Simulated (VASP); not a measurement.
# TiNi (Pm-3m) in VASP: a series of runs

Runs on TiNi. Level: LDA. Tasks: single point.

Everything below comes from runs of VASP 6.6.1. Logs are shortened: lines on timing, memory, paths and dates and some standing lists are left out, and cuts for length are marked.

**1. The cell of the first run**

The structure is cubic, space group Pm-3m (No. 221). The conventional cell has a = 2.988 Å, b = 2.988 Å, c = 2.988 Å, α = 90.00°, β = 90.00°, γ = 90.00°. Within 3.4 Å of Ti (site symmetry m-3m) lie 8 Ni at 2.59 Å and 6 Ti at 2.99 Å. Within 3.4 Å of Ni (site symmetry m-3m) lie 8 Ti at 2.59 Å and 6 Ni at 2.99 Å.

**2. Single point, LDA, collinear spin, ferromagnetic start**

The input, INCAR:

```
PREC = Accurate
ENCUT = 520
EDIFF = 1E-7
ISMEAR = -1
SIGMA = 0.1
LREAL = False
LASPH = True
NELM = 150
ALGO = Normal
ISIF = 2
LWAVE = False
LCHARG = False
ISPIN = 2
MAGMOM = 0.72 0.64
LORBIT = 11
NUPDOWN = 1.5
LMAXMIX = 4
NBANDS = 22
```

The input, KPOINTS:

```
regular mesh
0
Gamma
  5 5 5
```

The input, POSCAR:

```
TiNi
1.0
    2.9880660000      0.0000000000      0.0000000000
    0.0000000000      2.9880660000      0.0000000000
    0.0000000000      0.0000000000      2.9880660000
Ti Ni
1 1
Direct
    0.5000000000      0.5000000000      0.5000000000
    0.0000000000      0.0000000000      0.0000000000
```

Potentials or basis: VASP PAW LDA potentials, release 64 (Ti_sv, Ni).

On the command line:

```bash
$ cat potpaw_LDA.64/Ti_sv/POTCAR potpaw_LDA.64/Ni/POTCAR > POTCAR
$ mpirun -np 1 vasp_std > vasp.out
```

OUTCAR:

```text
PREC = Accurate
   ENCUT = 520
   EDIFF = 1E-7
   ISMEAR = -1
   LREAL = False
   LASPH = True
   NELM = 150
   ISIF = 2
   ISPIN = 2
   LORBIT = 11
   NUPDOWN = 1.5

 ion  position               nearest neighbor table
   1  0.500  0.500  0.500-   2 2.59   2 2.59   2 2.59   2 2.59   2 2.59   2 2.59   2 2.59   2 2.59

   2  0.000  0.000  0.000-   1 2.59   1 2.59   1 2.59   1 2.59   1 2.59   1 2.59   1 2.59   1 2.59

  LATTYP: Found a simple cubic cell.
 ALAT       =     2.9880660000

  Lattice vectors:

 A1 = (   2.9880660000,   0.0000000000,   0.0000000000)
 A2 = (   0.0000000000,   2.9880660000,   0.0000000000)
 A3 = (   0.0000000000,   0.0000000000,   2.9880660000)

Analysis of symmetry for initial positions (statically):
=====================================================================
 Subroutine PRICEL returns:
 Original cell was already a primitive cell.

 Routine SETGRP: Setting up the symmetry group for a
 simple cubic supercell.

 Subroutine GETGRP returns: Found 48 space group operations
 (whereof 48 operations were pure point group operations)
 out of a pool of 48 trial point group operations.

The static configuration has the point symmetry O_h .

Analysis of symmetry for dynamics (positions and initial velocities):
=====================================================================
 Subroutine PRICEL returns:
 Original cell was already a primitive cell.

 Routine SETGRP: Setting up the symmetry group for a
 simple cubic supercell.

 Subroutine GETGRP returns: Found 48 space group operations
 (whereof 48 operations were pure point group operations)
 out of a pool of 48 trial point group operations.

The dynamic configuration has the point symmetry O_h .

Analysis of structural, dynamic, and magnetic symmetry:
=====================================================================
 Subroutine PRICEL returns:
 Original cell was already a primitive cell.

 Routine SETGRP: Setting up the symmetry group for a
 simple cubic supercell.

 Subroutine GETGRP returns: Found 48 space group operations
 (whereof 48 operations were pure point group operations)
 out of a pool of 48 trial point group operations.

The overall configuration has the point symmetry O_h .

 Subroutine INISYM returns: Found 48 space group operations
 (whereof 48 operations are pure point group operations),
 and found     1 'primitive' translations

----------------------------------------------------------------------------------------

                                     Primitive cell

  volume of cell :      26.6791

  direct lattice vectors                    reciprocal lattice vectors
     2.988066000  0.000000000  0.000000000     0.334664629  0.000000000  0.000000000
     0.000000000  2.988066000  0.000000000     0.000000000  0.334664629  0.000000000
     0.000000000  0.000000000  2.988066000     0.000000000  0.000000000  0.334664629

  length of vectors
     2.988066000  2.988066000  2.988066000     0.334664629  0.334664629  0.334664629

  position of ions in fractional coordinates (direct lattice)
     0.500000000  0.500000000  0.500000000
     0.000000000  0.000000000  0.000000000

  ion indices of the primitive-cell ions
   primitive index   ion index
                 1           1
                 2           2

----------------------------------------------------------------------------------------

 KPOINTS: regular mesh

Automatic generation of k-mesh.
 Grid dimensions read from file:
 generate k-points for:    5    5    5

 Generating k-lattice:

  Cartesian coordinates                     Fractional coordinates (reciprocal lattice)
     0.066932926  0.000000000  0.000000000     0.200000000  0.000000000  0.000000000
     0.000000000  0.066932926  0.000000000     0.000000000  0.200000000  0.000000000
     0.000000000  0.000000000  0.066932926     0.000000000  0.000000000  0.200000000

  Length of vectors
     0.066932926  0.066932926  0.066932926

  Shift w.r.t. Gamma in fractional coordinates (k-lattice)
     0.000000000  0.000000000  0.000000000

 Subroutine IBZKPT returns following result:
 ===========================================

 Found     10 irreducible k-points:

 Following reciprocal coordinates:
            Coordinates               Weight
  0.000000  0.000000  0.000000      1.000000
  0.200000  0.000000  0.000000      6.000000
  0.400000  0.000000  0.000000      6.000000
  0.200000  0.200000  0.000000     12.000000
  0.400000  0.200000  0.000000     24.000000
  0.400000  0.400000  0.000000     12.000000
  0.200000  0.200000  0.200000      8.000000
  0.400000  0.200000  0.200000     24.000000
  0.400000  0.400000  0.200000     24.000000
  0.400000  0.400000  0.400000      8.000000
   k-points           NKPTS =     10   k-points in BZ     NKDIM =     10   number of bands    NBANDS=     22
   number of dos      NEDOS =    301   number of ions     NIONS =      2
   total plane-waves  NPLWV =  13824
   dimension x,y,z NGX =    24 NGY =   24 NGZ =   24
   dimension x,y,z NGXF=    48 NGYF=   48 NGZF=   48
   ions per type =               1   1
   NGX,Y,Z   is equivalent  to a cutoff of  13.35, 13.35, 13.35 a.u.
   NGXF,Y,Z  is equivalent  to a cutoff of  26.71, 26.71, 26.71 a.u.
 SYSTEM =  unknown system
   PREC   = accura    normal or accurate (medium, high low for compatibility)
   ISTART =      0    job   : 0-new  1-cont  2-samecut
   ICHARG =      2    charge: 1-file 2-atom 10-const
   ISPIN  =      2    spin polarized calculation?
   LNONCOLLINEAR =      F non collinear calculations
   LSORBIT =      F    spin-orbit coupling
   LASPH  =      T    aspherical Exc in radial PAW
   ENCUT  =  520.0 eV  38.22 Ry    6.18 a.u.   5.56  5.56  5.56*2*pi/ulx,y,z
   NELM   =    150;   NELMIN=  2; NELMDL= -5     # of ELM steps
   EDIFF  = 0.1E-06   stopping-criterion for ELM
   LREAL  =      F    real-space projection
   EDIFFG = 0.1E-05   stopping-criterion for IOM
   NSW    =      0    number of steps for IOM
   IBRION =     -1    ionic relax: 0-MD 1-quasi-New 2-CG
   NFREE  =      0    steps in history (QN), initial steepest desc. (CG)
   ISIF   =      2    stress and relaxation
   ISYM   =      2    0-nonsym 1-usesym 2-fastsym
   POTIM  = 0.5000    time-step for ionic-motion
   TEBEG  =    0.0;   TEEND  =   0.0 temperature during run
   PSTRESS=    0.0 pullay stress
   NELECT =      22.0000    total number of electrons
   NUPDOWN=       1.5000    fix difference up-down
   EMIN   =  10.00;   EMAX   =-10.00  energy-range for DOS
   EFERMI =   0.00;   METHOD = LEGACY
   ISMEAR =    -1;   SIGMA  =   0.10  broadening in eV -4-tet -1-fermi 0-gaus
   EFERMI_NEDOS =   21; number of points for ismear=-14 and -15
   IALGO  =     38    algorithm
   IMIX   =      4    mixing-type and parameters
     AMIX     =   0.40;   BMIX     =  1.00
     AMIX_MAG =   1.60;   BMIX_MAG =  1.00
  volume/ion in A,a.u.               =      13.34        90.02
  Fermi-wavevector in a.u.,A,eV,Ry     =   1.535178  2.901067 32.065843  2.356773
  Thomas-Fermi vector in A             =   2.642003
   LORBIT       =     11    0 simple, 1 ext, 2 COOP (PROOUT), +10 PAW based schemes
   GGA     = CA    functional components
   LHFCALC =     F    Hartree Fock is set to
   AEXX    =    0.0000 exact exchange contribution
   IVDW    =     0    specifies the selected vdW correction
   LEPSILON=     F    determine dielectric tensor
   LRPA    =     F    only Hartree local field effects (RPA)
 spin polarized calculation
  energy-cutoff  :      520.00
  volume of cell :       26.68
 maximum number of plane-waves:       739
 NGX is ok and might be reduce to    24
   NGX = 11   NGY = 11   NGZ = 11

 number of electron      21.9999986 magnetization       1.4999995

 Free energy of the ion-electron system (eV)
  ---------------------------------------------------
  ext. energy  EPLUGINS =         0.00000000
  ---------------------------------------------------
  free energy    TOTEN  =       -15.68999902 eV

  energy without entropy =      -15.60812744  energy(sigma->0) =      -15.64906323

 E-fermi :   9.1261     XC(G=0): -12.8120

 val. band max:        9.5947035606   @ k =   0.2000   0.0000   0.0000
 cond. band min:       9.2189637597   @ k =   0.4000   0.2000   0.0000
 fundamental gap:     -0.3757398008
 Fermi energy:         9.6062721654

 spin component 1

 k-point     1 :       0.0000    0.0000    0.0000
  band No.  band energies     occupation
      1     -47.1562      1.00000
      2     -23.6422      1.00000
      3     -23.6422      1.00000
      4     -23.6422      1.00000
      5       1.4182      1.00000
      6       5.1430      1.00000
[... 14 lines left out ...]
     21      27.6903      0.00000
     22      30.3205      0.00000
[... 201 lines left out ...]
 k-point    10 :       0.4000    0.4000    0.4000
  band No.  band energies     occupation
      1     -47.0697      1.00000
      2     -23.8537      1.00000
      3     -23.8521      1.00000
      4     -23.8521      1.00000
      5       6.0637      1.00000
      6       6.2772      1.00000
[... 14 lines left out ...]
     21      20.8957      0.00000
     22      24.9244      0.00000
 Fermi energy:         9.1261001262

 spin component 2

 k-point     1 :       0.0000    0.0000    0.0000
  band No.  band energies     occupation
      1     -46.5550      1.00000
      2     -23.0462      1.00000
      3     -23.0462      1.00000
      4     -23.0462      1.00000
      5       1.7729      1.00000
      6       5.7211      1.00000
[... 14 lines left out ...]
     21      28.1604      0.00000
     22      30.6877      0.00000
[... 202 lines left out ...]
  band No.  band energies     occupation
      1     -46.4682      1.00000
      2     -23.2583      1.00000
      3     -23.2565      1.00000
      4     -23.2565      1.00000
      5       6.4598      1.00000
      6       6.6733      1.00000
[... 14 lines left out ...]
     21      21.3110      0.00000
     22      25.3970      0.00000

------------------------ aborting loop because EDIFF is reached ----------------------------------------

  FORCE on cell =-STRESS in cart. coord.  units (eV):
  Direction    XX          YY          ZZ          XY          YZ          ZX
  --------------------------------------------------------------------------------------
  -------------------------------------------------------------------------------------
  Total       -1.0870742     -1.0870742     -1.0870742      0.0000000      0.0000000     -0.0000000
  in kB      -65.2828675    -65.2828675    -65.2828675      0.0000000      0.0000000     -0.0000000
  external PRESSURE =     -65.2828675 kB  Pullay stress =       0.0000000 kB

 VOLUME and BASIS-vectors are now :
 -----------------------------------------------------------------------------
  energy-cutoff  :      520.00
  volume of cell :       26.68
      direct lattice vectors                 reciprocal lattice vectors
     2.988066000  0.000000000  0.000000000     0.334664629  0.000000000  0.000000000
     0.000000000  2.988066000  0.000000000     0.000000000  0.334664629  0.000000000
     0.000000000  0.000000000  2.988066000     0.000000000  0.000000000  0.334664629

 POSITION                                       TOTAL-FORCE (eV/Angst)
 -----------------------------------------------------------------------------------
      1.49403      1.49403      1.49403         0.000000      0.000000      0.000000
      0.00000      0.00000      0.00000         0.000000      0.000000      0.000000
 -----------------------------------------------------------------------------------
    total drift:                                0.000000      0.000000     -0.000000

  FREE ENERGIE OF THE ION-ELECTRON SYSTEM (eV)
  ---------------------------------------------------
  free  energy   TOTEN  =       -15.6899990172 eV

  energy  without entropy=      -15.6081274400  energy(sigma->0) =      -15.64906323

 total charge

# of ion       s       p       d       tot
------------------------------------------
    1        2.236   6.158   1.915  10.309
    2        0.580   0.466   8.335   9.381
--------------------------------------------------
tot          2.816   6.624  10.250  19.690

 magnetization (x)

# of ion       s       p       d       tot
------------------------------------------
    1        0.011   0.030   0.661   0.702
    2        0.021   0.078   0.484   0.582
--------------------------------------------------
tot          0.031   0.108   1.145   1.284
```

It took 7.4 s on 1 thread of Intel Xeon Platinum 8488C (Sapphire Rapids), shared host; peak memory 0.14 GiB.

What came out:

```yaml
Free_energy: -15.6900 eV
Pressure: -6.5 GPa
Net_moment: 1.50 μB per cell
Site_moments: Ti +0.70; Ni +0.58 μB
Valence_electrons_inside_the_program's_atomic_spheres: Ti 10.31; Ni 9.38
```

Caveat: the k points lie up to 0.42 Å⁻¹ apart; the total moment is fixed, so each spin has its own Fermi level.

**3. Single point, LDA, collinear spin, ferromagnetic start**

The input, INCAR:

```
ALGO = Normal ; EDIFF = 1E-6
ENCUT = 520 ; GGA = CA
ISIF = 2 ; ISMEAR = -1
ISPIN = 2 ; LASPH = T
LCHARG = F ; LMAXMIX = 4
LORBIT = 11 ; LREAL = F
LWAVE = F ; MAGMOM = 0.85 0.77
NBANDS = 22 ; NELM = 150
NUPDOWN = 1.8 ; PREC = Accurate
SIGMA = 0.1
```

The input, KPOINTS:

```
k-points
0
Gamma
  5 5 5
```

POSCAR is that of step 2.

Potentials or basis: VASP PAW LDA potentials, release 64 (Ti_sv, Ni).

On the command line:

```bash
$ cat potpaw_LDA.64/Ti_sv/POTCAR potpaw_LDA.64/Ni/POTCAR > POTCAR
$ mpirun -np 1 vasp_std > vasp.out
```

It took 6.9 s on 1 thread of Intel Xeon Platinum 8488C (Sapphire Rapids), shared host; peak memory 0.13 GiB.

It converged, with:

* Free energy: -15.6007 eV
* Pressure: -5.8 GPa
* Net moment: 1.80 μB per cell
* Site moments: Ti +0.84; Ni +0.70 μB
* Valence electrons inside the program's atomic spheres: Ti 10.32; Ni 9.37

Caveat: the k points lie up to 0.42 Å⁻¹ apart; the total moment is fixed, so each spin has its own Fermi level.
